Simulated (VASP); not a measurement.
Write the native input for VASP 6.6.1 that does the following.

```yaml
Task: single point
Functional: PBE
Potentials_or_basis: VASP PAW PBE potentials, release 64 (Hf_pv, Pb_d, I)
Cutoff: 520 eV
k_mesh: 4 × 4 × 4
Occupations: gaussian, width 0.1 eV
Spin: no spin polarisation
Dipole_correction: no
Further_INCAR_settings: ALGO = Normal; EDIFF = 1e-06; NBANDS = 46
```

The structure of HfPb3I3 lies in POSCAR:

```
HfPb3I3
1.0
    6.3927286300      0.0000000000      0.0000000000
    0.0000000000      6.3927286300      0.0000000000
    0.0000000000      0.0000000000      6.3927286300
Hf Pb I
1 3 3
Direct
    0.0000000000      0.0000000000      0.0000000000
    0.0000000000      0.5000000000      0.5000000000
    0.5000000000      0.0000000000      0.5000000000
    0.5000000000      0.5000000000      0.0000000000
    0.5000000000      0.0000000000      0.0000000000
    0.0000000000      0.5000000000      0.0000000000
    0.0000000000      0.0000000000      0.5000000000
```

The cell was built from a structure type or drawn by symmetry, and may not be a known phase.

One way to write it, as run:

INCAR

```
  PREC = Accurate
  ENCUT = 520
  EDIFF = 1E-6
  ISMEAR = 0
  SIGMA = 0.1
  LREAL = False
  LASPH = True
  NELM = 80
  ALGO = Normal
  ISIF = 2
  LWAVE = False
  LCHARG = False
  GGA = PE
  NBANDS = 46
```

KPOINTS

```
regular mesh
0
Gamma
  4 4 4
```

Potentials or basis: VASP PAW PBE potentials, release 64 (Hf_pv, Pb_d, I).

Launch:

```bash
$ cat potpaw_PBE.64/Hf_pv/POTCAR potpaw_PBE.64/Pb_d/POTCAR potpaw_PBE.64/I/POTCAR > POTCAR
$ mpirun -np 1 vasp_std > vasp.out
```

It gave:

The pressure is 0.8 GPa. The band gap on the k mesh is zero (an odd number of electrons rules out a gap without spin polarisation).

Caveat: spin-orbit coupling is left out, which moves the levels of the heavy elements; an odd number of electrons without spin polarisation forces a metal; a magnetic or distorted state may lie lower.

Wall time 2.8 min on 1 thread of AMD EPYC 7R43 64-Core Processor (Zen 3), on a shared host, peak memory 0.36 GiB.
